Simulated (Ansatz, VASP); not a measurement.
**One calculation of ZrTl3B2, two programs**

The input INCAR:

```
SYSTEM = ZrTl3B2
  PREC = Accurate
  ENCUT = 600
  EDIFF = 1E-6
  ISMEAR = 1
  SIGMA = 0.025
  LREAL = .False.
  LASPH = .True.
  NELM = 150
  ALGO = Normal
  ISIF = 3
  LWAVE = .False.
  LCHARG = .False.
  LMAXMIX = 4
  LDAU = .True.
  LDAUTYPE = 2
  LDAUL = -1 -1 2
  LDAUU = 0 0 4
  LDAUJ = 0 0 0
  LDAUPRINT = 1
  GGA = PE
  IBRION = 2
  NSW = 60
  EDIFFG = -0.01
```

The input KPOINTS:

```
Automatic mesh
0
Gamma
  4 4 5
  0 0 0
```

The input POSCAR:

```
ZrTl3B2
1.0
    2.9427170000      5.0969330000      0.0000000000
   -2.9427170000      5.0969330000      0.0000000000
    0.0000000000      0.0000000000      3.6917730000
B Tl Zr
2 3 1
Direct
    0.3333000000      0.3334000000      0.0000000000
    0.6666000000      0.6667000000      0.0000000000
    0.5000000000      0.5000000000      0.5000000000
    0.5000000000      0.0000000000      0.5000000000
    0.0000000000      0.5000000000      0.5000000000
    0.0000000000      0.0000000000      0.0000000000
```

Input for Ansatz:

```yaml
crystal:
  lattice:
    - [2.942717, 5.096933, 0.0]
    - [-2.942717, 5.096933, 0.0]
    - [0.0, 0.0, 3.691773]
  atoms:
    - { symbol: B, position: [0.3333, 0.3334, 0.0] }
    - { symbol: B, position: [0.6666, 0.6667, 0.0] }
    - { symbol: Tl, position: [0.5, 0.5, 0.5] }
    - { symbol: Tl, position: [0.5, 0.0, 0.5] }
    - { symbol: Tl, position: [0.0, 0.5, 0.5] }
    - { symbol: Zr, position: [0.0, 0.0, 0.0] }
  symmetry: { tolerance: 0.0003 }
kpoints:
  mp_grid: { grid: [4, 4, 5], shift: [0, 0, 0] }
magnetization:
  spin_polarized: false
scf:
  occupations: { method: cold, width: 0.025 }
  mixing: { algorithm: broyden, beta: 0.9 }
hamiltonian:
  pseudopotentials: { kind: paw }
  xc: pbe
  hubbard: { sites: [{ species: Zr, l: d, u_eff: 4.0 }], double_counting: fll }
basis:
  ecutwfc: 420
output:
  forces: true
  stress: true
  eigenvalues: true
relax:
  max_steps: 40
  cell: {}
```

Alike in both runs: task relaxation of cell and atoms; functional PBE; k mesh 4 × 4 × 5; no spin polarisation; Hubbard terms Zr d U = 4.0 eV.

|  | VASP | Ansatz |
| --- | --- | --- |
| version | VASP 6.6.1 | Ansatz 0.2.0 |
| potentials or method | VASP PAW PBE potentials, release 64 (B, Tl_d, Zr_sv), cutoff 600 eV | PAW plane waves |
| occupations | methfessel-paxton of order 1, width 0.025 eV | cold, width 0.025 eV |
| valence electrons in the cell | 57 | 57 |

|  | VASP | Ansatz | Ansatz less VASP |
| --- | --- | --- | --- |
| gap on the k mesh at the Fermi level, each at its own relaxed structure (eV) | none | none | - |
| relaxed volume (Å³/atom) | 20.85 | 22.03 | +1.173 |
| relaxed length of the cell vector where the two differ most in proportion (Å) | 6.319 | 6.531 | +0.2113 |

The programs project onto different local orbitals, so the same U acts differently, and such runs can settle in different states. A gap of «none» marks a metal or a gap that the smearing closes. Ansatz's warnings: filled band counts differ across k points, structure snapped to symmetry.

Neither program's run includes spin-orbit coupling.
